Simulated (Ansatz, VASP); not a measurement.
**Two plane-wave programs on Be2CdS**

INCAR

```
PREC = Accurate
ENCUT = 520
EDIFF = 1E-6
ISMEAR = 0
SIGMA = 0.1
LREAL = F
LASPH = T
NELM = 100
ALGO = Normal
ISIF = 2
LWAVE = F
LCHARG = F
GGA = PE
NBANDS = 19
```

File KPOINTS:

```
Automatic mesh
0
Gamma
  4 4 4
```

POSCAR

```
Be2CdS
1.0
    3.7717165000      0.0000000000      0.0000000000
    0.0000000000      3.7717165000      0.0000000000
    0.0000000000      0.0000000000      5.3906247900
Be Cd S
2 1 1
Direct
    0.5000000000      0.0000000000      0.7257360200
    0.0000000000      0.5000000000      0.2742639800
    0.0000000000      0.0000000000      0.0000000000
    0.5000000000      0.5000000000      0.5000000000
```

Input for Ansatz:

```yaml
crystal:
  lattice:
    - [3.7717165, 0.0, 0.0]
    - [0.0, 3.7717165, 0.0]
    - [0.0, 0.0, 5.39062479]
  atoms:
    - { symbol: Be, position: [0.5, 0.0, 0.72573602] }
    - { symbol: Be, position: [0.0, 0.5, 0.27426398] }
    - { symbol: Cd, position: [0.0, 0.0, 0.0] }
    - { symbol: S, position: [0.5, 0.5, 0.5] }
basis:
  ecutwfc: 420
kpoints:
  mp_grid: { grid: [4, 4, 4] }
hamiltonian:
  xc: pbe
scf:
  occupations: { method: gaussian, width: 0.1 }
  lower_state_search: "off"
output:
  forces: true
  stress: true
  eigenvalues: true
```

Change from the starting cell: species swapped into the Ga2BiAs type (P-4m2, No. 115).

Alike in both runs: task single point; functional PBE; k mesh 4 × 4 × 4; occupations gaussian, width 0.1 eV; no spin polarisation.

```csv
,VASP,Ansatz
version,VASP 6.6.1,Ansatz 0.2.0
potentials or method,"VASP PAW PBE potentials, release 64 (Be, Cd, S), cutoff 520 eV","scalar-relativistic, plane waves, PAW"
valence electrons in the cell,22,30
```

```tsv
	VASP	Ansatz	Ansatz less VASP
gap on the k mesh at the Fermi level (eV)	none	none	-
pressure (GPa)	-3.8	-4.0	-0.11
traceless stress, the component that is largest in VASP (GPa)	4.86	4.83	-0.026
rms of the force components (eV/Å)	0.654	0.649	-0.0051
```

Atom by atom the forces differ by 0.005 eV/Å (rms over components). A gap of «none» marks a metal or a gap that the smearing closes. VASP's potentials hold 22 valence electrons a cell and Ansatz's 30, so a difference there can come from the potentials and not from the codes.

The k mesh is coarse, so the values compare programs but aren't converged.
